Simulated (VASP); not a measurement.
# B (Pm-3n) in VASP: a series of runs

Runs on B. Level: r2SCAN. Tasks: single point, relaxation of cell and atoms.

Program: VASP 6.6.1. These are calculated values, not measurements. Logs are shortened: lines on timing, memory, paths and dates and some standing lists are left out, and cuts for length are marked.

## 1. The cell of the first run

It takes space group Pm-3n (No. 223, cubic). The conventional cell has a = 3.647 Å, b = 3.647 Å, c = 3.647 Å, α = 90.00°, β = 90.00°, γ = 90.00°. B (site symmetry m-3) has 12 B at 2.04 Å within 2.7 Å. B (site symmetry -4m2) has 14 B at 1.82 to 2.23 Å within 2.4 Å.

## 2. Single point, r2SCAN

Input file POSCAR:

```
B
1.0
    3.6474931493      0.0000000000      0.0000000000
    0.0000000000      3.6474931493      0.0000000000
    0.0000000000      0.0000000000      3.6474931493
B
8
Direct
    0.0000000000      1.0000000000      1.0000000000
    0.5000000000      0.5000000000      0.5000000000
    0.2500000000      0.0000000000      0.5000000000
    0.7500000000      0.0000000000      0.5000000000
    0.5000000000      0.2500000000      1.0000000000
    0.5000000000      0.7500000000      0.0000000000
    1.0000000000      0.5000000000      0.2500000000
    1.0000000000      0.5000000000      0.7500000000
```

Input file INCAR.step1:

```
SYSTEM = B
PREC = Accurate
ENCUT = 520
ISMEAR = -1
SIGMA = 0.1
LREAL = .False.
LASPH = .True.
NELM = 60
NBANDS = 22
GGA = PE
ALGO = Normal
EDIFF = 1E-4
LWAVE = .True.
LCHARG = .False.
```

Input file INCAR.step2:

```
SYSTEM = B
PREC = Accurate
ENCUT = 520
EDIFF = 1E-6
ISMEAR = -1
SIGMA = 0.1
LREAL = .False.
LASPH = .True.
NELM = 60
ALGO = Normal
ISIF = 2
LWAVE = .False.
LCHARG = .True.
METAGGA = R2SCAN
LMIXTAU = .True.
LELF = .True.
LVHAR = .True.
NBANDS = 22
ISTART = 1
```

Input file KPOINTS:

```
regular mesh
0
Gamma
  7 7 7
  0 0 0
```

Potentials or basis: VASP PAW PBE potentials, release 64 (B).

Command:

```sh
$ cat potpaw_PBE.64/B/POTCAR > POTCAR
$ cp INCAR.step1 INCAR
$ mpirun -np 1 vasp_std > vasp.out
$ cp INCAR.step2 INCAR
$ mpirun -np 1 vasp_std > vasp.out
```

OUTCAR:

```text
SYSTEM = B
   PREC = Accurate
   ENCUT = 520
   EDIFF = 1E-6
   ISMEAR = -1
   LREAL = .False.
   LASPH = .True.
   NELM = 60
   ISIF = 2
   METAGGA = R2SCAN
   ISTART = 1

 ion  position               nearest neighbor table
   1  0.000  0.000  0.000-   3 2.04   4 2.04   5 2.04   6 2.04   7 2.04   8 2.04   3 2.04   4 2.04
                             7 2.04   8 2.04   5 2.04   6 2.04
   2  0.500  0.500  0.500-   3 2.04   4 2.04   5 2.04   6 2.04   7 2.04   8 2.04   5 2.04   6 2.04
                             3 2.04   4 2.04   7 2.04   8 2.04
   3  0.250  0.000  0.500-   4 1.82   4 1.82   1 2.04   1 2.04   2 2.04   2 2.04
   4  0.750  0.000  0.500-   3 1.82   3 1.82   1 2.04   1 2.04   2 2.04   2 2.04
   5  0.500  0.250  0.000-   6 1.82   6 1.82   1 2.04   2 2.04   2 2.04   1 2.04
   6  0.500  0.750  0.000-   5 1.82   5 1.82   1 2.04   2 2.04   2 2.04   1 2.04
   7  0.000  0.500  0.250-   8 1.82   8 1.82   1 2.04   2 2.04   1 2.04   2 2.04
   8  0.000  0.500  0.750-   7 1.82   7 1.82   1 2.04   2 2.04   1 2.04   2 2.04

  LATTYP: Found a simple cubic cell.
 ALAT       =     3.6474931493

  Lattice vectors:

 A1 = (   3.6474931493,   0.0000000000,   0.0000000000)
 A2 = (   0.0000000000,   3.6474931493,   0.0000000000)
 A3 = (   0.0000000000,   0.0000000000,   3.6474931493)

Analysis of symmetry for initial positions (statically):
=====================================================================
 Subroutine PRICEL returns:
 Original cell was already a primitive cell.

 Routine SETGRP: Setting up the symmetry group for a
 simple cubic supercell.

 Subroutine GETGRP returns: Found 48 space group operations
 (whereof 24 operations were pure point group operations)
 out of a pool of 48 trial point group operations.

The static configuration has the point symmetry T_h .
 The point group associated with its full space group is O_h .

Analysis of symmetry for dynamics (positions and initial velocities):
=====================================================================
 Subroutine PRICEL returns:
 Original cell was already a primitive cell.

 Routine SETGRP: Setting up the symmetry group for a
 simple cubic supercell.

 Subroutine GETGRP returns: Found 48 space group operations
 (whereof 24 operations were pure point group operations)
 out of a pool of 48 trial point group operations.

The dynamic configuration has the point symmetry T_h .
[... 110 lines left out ...]
   NSW    =      0    number of steps for IOM
   IBRION =     -1    ionic relax: 0-MD 1-quasi-New 2-CG
   NFREE  =      0    steps in history (QN), initial steepest desc. (CG)
   ISIF   =      2    stress and relaxation
   ISYM   =      2    0-nonsym 1-usesym 2-fastsym
   POTIM  = 0.5000    time-step for ionic-motion
   TEBEG  =    0.0;   TEEND  =   0.0 temperature during run
   PSTRESS=    0.0 pullay stress
   NELECT =      24.0000    total number of electrons
   NUPDOWN=      -1.0000    fix difference up-down
   EMIN   =  10.00;   EMAX   =-10.00  energy-range for DOS
   EFERMI =   0.00;   METHOD = LEGACY
   ISMEAR =    -1;   SIGMA  =   0.10  broadening in eV -4-tet -1-fermi 0-gaus
   EFERMI_NEDOS =   21; number of points for ismear=-14 and -15
   IALGO  =     38    algorithm
   IMIX   =      4    mixing-type and parameters
     AMIX     =   0.40;   BMIX     =  1.00
     AMIX_MAG =   1.60;   BMIX_MAG =  1.00
  volume/ion in A,a.u.               =       6.07        40.93
  Fermi-wavevector in a.u.,A,eV,Ry     =   1.294645  2.446525 22.804809  1.676106
  Thomas-Fermi vector in A             =   2.426215
   LORBIT       =      0    0 simple, 1 ext, 2 COOP (PROOUT), +10 PAW based schemes
   METAGGA = R2SCAN    functional components
   LHFCALC =     F    Hartree Fock is set to
   AEXX    =    0.0000 exact exchange contribution
   IVDW    =     0    specifies the selected vdW correction
   LEPSILON=     F    determine dielectric tensor
   LRPA    =     F    only Hartree local field effects (RPA)
 non-spin polarized calculation
  energy-cutoff  :      520.00
  volume of cell :       48.53
 maximum number of plane-waves:      1334
 NGX is ok and might be reduce to    28
   NGX = 13   NGY = 13   NGZ = 13

 number of electron      24.0000003 magnetization

 Free energy of the ion-electron system (eV)
  ---------------------------------------------------
  ext. energy  EPLUGINS =         0.00000000
  ---------------------------------------------------
  free energy    TOTEN  =       -45.56225999 eV

  energy without entropy =      -45.51311819  energy(sigma->0) =      -45.53768909

 E-fermi :  10.3710     XC(G=0): -14.0098

 val. band max:       10.3632883637   @ k =   0.1429   0.0000   0.0000
 cond. band min:      10.3729699216   @ k =   0.2857   0.0000   0.0000
 fundamental gap:      0.0096815579
 Fermi energy:        10.3710176556

 k-point     1 :       0.0000    0.0000    0.0000
  band No.  band energies     occupation
      1      -9.8328      2.00000
      2      -0.7802      2.00000
      3      -0.7802      2.00000
      4      -0.7802      2.00000
      5       0.0934      2.00000
      6       0.0934      2.00000
[... 489 lines left out ...]
     21      17.5589      0.00000
     22      17.5589      0.00000

------------------------ aborting loop because EDIFF is reached ----------------------------------------

  FORCE on cell =-STRESS in cart. coord.  units (eV):
  Direction    XX          YY          ZZ          XY          YZ          ZX
  --------------------------------------------------------------------------------------
  -------------------------------------------------------------------------------------
  Total       -0.0409763     -0.0409763     -0.0409763      0.0000000     -0.0000000     -0.0000000
  in kB       -1.3528817     -1.3528817     -1.3528817      0.0000000     -0.0000000     -0.0000000
  external PRESSURE =      -1.3528817 kB  Pullay stress =       0.0000000 kB

 VOLUME and BASIS-vectors are now :
 -----------------------------------------------------------------------------
  energy-cutoff  :      520.00
  volume of cell :       48.53
      direct lattice vectors                 reciprocal lattice vectors
     3.647493149  0.000000000  0.000000000     0.274160899  0.000000000  0.000000000
     0.000000000  3.647493149  0.000000000     0.000000000  0.274160899  0.000000000
     0.000000000  0.000000000  3.647493149     0.000000000  0.000000000  0.274160899

 POSITION                                       TOTAL-FORCE (eV/Angst)
 -----------------------------------------------------------------------------------
      0.00000      0.00000      0.00000        -0.000000      0.000000     -0.000000
      1.82375      1.82375      1.82375        -0.000000      0.000000     -0.000000
      0.91187      0.00000      1.82375         0.000000     -0.000000     -0.000000
      2.73562      0.00000      1.82375        -0.000000     -0.000000      0.000000
      1.82375      0.91187      0.00000         0.000000     -0.000000     -0.000000
      1.82375      2.73562      0.00000        -0.000000      0.000000     -0.000000
      0.00000      1.82375      0.91187         0.000000      0.000000     -0.000000
      0.00000      1.82375      2.73562         0.000000     -0.000000      0.000000
 -----------------------------------------------------------------------------------
    total drift:                                0.000000      0.000000     -0.000000

  FREE ENERGIE OF THE ION-ELECTRON SYSTEM (eV)
  ---------------------------------------------------
  free  energy   TOTEN  =       -45.5622599887 eV

  energy  without entropy=      -45.5131181947  energy(sigma->0) =      -45.53768909
```

OUTCAR.step1:

```text
SYSTEM = B
   PREC = Accurate
   ENCUT = 520
   ISMEAR = -1
   LREAL = .False.
   LASPH = .True.
[... 741 lines left out ...]
      1.82375      2.73562      0.00000        -0.000000      0.000000      0.000000
      0.00000      1.82375      0.91187         0.000000     -0.000000      0.000000
      0.00000      1.82375      2.73562         0.000000     -0.000000     -0.000000
 -----------------------------------------------------------------------------------
    total drift:                                0.000000      0.000000     -0.000000

  FREE ENERGIE OF THE ION-ELECTRON SYSTEM (eV)
  ---------------------------------------------------
  free  energy   TOTEN  =       -41.4038704861 eV

  energy  without entropy=      -41.3461295576  energy(sigma->0) =      -41.37500002
```

OSZICAR.step1:

```text
N       E                     dE             d eps       ncg     rms          rms(c)
DAV:   1     0.436742916162E+02    0.43674E+02   -0.11620E+04   880   0.103E+03
DAV:   2    -0.375966535195E+02   -0.81271E+02   -0.76974E+02  1032   0.194E+02
DAV:   3    -0.415713146074E+02   -0.39747E+01   -0.38299E+01  1288   0.326E+01
DAV:   4    -0.416088040124E+02   -0.37489E-01   -0.37344E-01  1146   0.242E+00
DAV:   5    -0.416090230245E+02   -0.21901E-03   -0.21895E-03  1156   0.193E-01    0.521E+00
DAV:   6    -0.414694157821E+02    0.13961E+00   -0.32582E-02  1138   0.980E-01    0.308E+00
DAV:   7    -0.414040581454E+02    0.65358E-01   -0.55136E-02  1120   0.127E+00    0.202E-01
DAV:   8    -0.414039052305E+02    0.15291E-03   -0.32104E-03  1184   0.334E-01    0.616E-02
DAV:   9    -0.414038704861E+02    0.34744E-04   -0.62982E-05   766   0.582E-02
   1 F= -.41403870E+02 E0= -.41375000E+02  d E =-.577409E-01
```

Wall time 34 s (1 thread of Intel Xeon 6975P-C (Granite Rapids), shared host); peak memory 0.16 GiB.

Results:

| Quantity | Value |
| --- | --- |
| Free energy | -45.5623 eV |
| Pressure | -0.1 GPa |
| Band gap on the k mesh | zero (band 12 reaches 13.84 eV, above the bottom of band 13 at 9.72 eV) |

Levels at points of the mesh, in eV from the Fermi level:
| k point | band 10 | band 11 | band 12 | band 13 | band 14 | band 15 |
| --- | --- | --- | --- | --- | --- | --- |
| (0.00, 0.00, 0.00) | -2.65 | -2.38 | -2.38 | -0.22 | -0.22 | -0.22 |

Caveat: the PAW data sets were made with another functional, which shifts forces and pressure a little.

## 3. Single point, r2SCAN

POSCAR is that of step 2.

Input file INCAR.step1:

```
SYSTEM = B
PREC = Accurate
ENCUT = 520
ISMEAR = -1
SIGMA = 0.1
LREAL = .FALSE.
LASPH = .TRUE.
NELM = 100
NBANDS = 22
GGA = PE
ALGO = Normal
EDIFF = 1E-4
LWAVE = .TRUE.
LCHARG = .FALSE.
```

Input file INCAR.step2:

```
SYSTEM = B
PREC = Accurate
ENCUT = 520
EDIFF = 1E-6
ISMEAR = -1
SIGMA = 0.1
LREAL = .FALSE.
LASPH = .TRUE.
NELM = 100
ALGO = Normal
ISIF = 2
LWAVE = .FALSE.
LCHARG = .FALSE.
METAGGA = R2SCAN
LMIXTAU = .TRUE.
NBANDS = 22
ISTART = 1
```

Input file KPOINTS:

```
regular mesh
0
G
  9 9 9
  0 0 0
```

Potentials or basis: VASP PAW PBE potentials, release 64 (B).

Command:

```sh
$ cat potpaw_PBE.64/B/POTCAR > POTCAR
$ cp INCAR.step1 INCAR
$ mpirun -np 1 vasp_std > vasp.out
$ cp INCAR.step2 INCAR
$ mpirun -np 1 vasp_std > vasp.out
```

It took 48 s on 1 thread of Intel Xeon 6975P-C (Granite Rapids), shared host; peak memory 0.17 GiB.

It converged, with:

```yaml
Free_energy: -45.5446 eV
Pressure: -0.5 GPa
Band_gap_on_the_k_mesh: zero (band 12 reaches 14.19 eV, above the bottom of band 13 at 9.34 eV)
```

Levels at points of the mesh, in eV from the Fermi level:
| k point | band 8 | band 9 | band 10 | band 11 | band 12 | band 13 | band 14 | band 15 | band 16 | band 17 |
| --- | --- | --- | --- | --- | --- | --- | --- | --- | --- | --- |
| (0.00, 0.00, 0.00) | -2.66 | -2.66 | -2.66 | -2.39 | -2.39 | -0.24 | -0.24 | -0.24 | 2.33 | 2.33 |

Caveat: the PAW data sets were made with another functional, which shifts forces and pressure a little.

(Continued in part 2 of 2.)
